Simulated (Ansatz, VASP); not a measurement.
**Two plane-wave programs on Cu**

Contents of INCAR:

```
PREC = Accurate
ENCUT = 520
EDIFF = 1E-6
ISMEAR = -1
SIGMA = 0.05
LREAL = F
LASPH = T
NELM = 60
ALGO = Normal
ISIF = 2
LWAVE = F
LCHARG = F
GGA = PE
NBANDS = 12
```

File KPOINTS:

```
Automatic mesh
0
Gamma
  18 18 18
```

File POSCAR:

```
Cu
1.0
    0.0000000000      1.5724849656      1.5724849656
    1.5724849656      0.0000000000      1.5724849656
    1.5724849656      1.5724849656      0.0000000000
Cu
1
Direct
    0.0000000000      0.0000000000      0.0000000000
```

Input for Ansatz:

```yaml
crystal:
  lattice:
    - [0.0, 1.5724849656, 1.5724849656]
    - [1.5724849656, 0.0, 1.5724849656]
    - [1.5724849656, 1.5724849656, 0.0]
  atoms:
    - { symbol: Cu, position: [0.0, 0.0, 0.0] }
kpoints:
  mp_grid: { grid: [18, 18, 18] }
  band_path:
    path:
      - [0.0, 0.0, 0.0]
      - [0.5, 0.0, 0.5]
      - [0.625, 0.25, 0.625]
      - [0.375, 0.375, 0.75]
      - [0.0, 0.0, 0.0]
      - [0.5, 0.5, 0.5]
      - [0.5, 0.25, 0.75]
      - [0.5, 0.0, 0.5]
    npoints: 8
scf:
  occupations: { method: fermi_dirac, width: 0.05 }
hamiltonian:
  xc: pbe
  pseudopotentials: { kind: paw }
output:
  forces: true
  stress: true
  eigenvalues: true
  populations: true
  dos: { projected: true, de: 0.2, e_range: [-14, 8] }
  write_density: true
  write_potential: true
  elf: true
  volumetric_format: npy
```

Change from the starting cell: volume scaled by 0.65, PAW files.

Alike in both runs: task single point; functional PBE; k mesh 18 × 18 × 18; occupations fermi-dirac, width 0.05 eV; no spin polarisation.

```csv
,VASP,Ansatz
version,VASP 6.6.1,Ansatz 0.2.0
potentials or method,"VASP PAW PBE potentials, release 64 (Cu)","PAW with Ansatz's default frozen-core files, scalar-relativistic"
plane-wave cutoff (eV),520,420
valence electrons in the cell,11,19
```

VASP gave:

- pressure (GPa): 177.3

Q: What did Ansatz give for the same quantities?

A: Pressure (GPa): 176.1.

Both programs put the cell under a high pressure, so it lies far from rest at this level. VASP's potentials hold 11 valence electrons a cell and Ansatz's 19, so a difference there can come from the potentials and not from the codes.

Noted on VASP's run: the cell as given lies far from equilibrium.
